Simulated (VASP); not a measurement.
Runs of VASP 6.6.1 on TiSi. The structure is that of space group Cmmm (No. 65), or close to it. The cells are those of the table. 

```csv
cell,gap on the mesh (eV),pressure (GPa)
"a = 3.313, b = 6.972, c = 4.309 Å, 8 atoms",none,(b)
"a = 3.313, b = 6.972, c = 4.474 Å, 8 atoms",none,24.3
"a = 3.601, b = 7.579, c = 3.811 Å, 8 atoms",none,13.1
"a = 3.457, b = 7.275, c = 4.143 Å, 8 atoms",none,(a)
"a = 3.889, b = 8.185, c = 4.474 Å, 8 atoms",none,-20.9
```

Alike in all rows: task single point; level PBEsol; potentials or basis VASP PAW PBE potentials, release 64 (Ti_sv, Si); no spin polarisation; k mesh 12 × 6 × 10; cutoff (eV) 520; smearing gaussian 0.15 eV.

Estimate the missing entries.

(a) 15.7; (b) 30.5.

Caveats: the PAW data sets were made with another functional, which shifts forces and pressure a little; the stress differs along the axes, from 12 to 40 GPa (at least some runs); the stress differs along the axes, from 5 to 34 GPa (at least some runs); the cell stands under pressure (at least some runs); the stress differs along the axes, from 9 to 20 GPa (at least some runs); the stress differs along the axes, from -24 to -18 GPa (at least some runs).

A gap of «none» marks levels without a gap at the run's occupations.
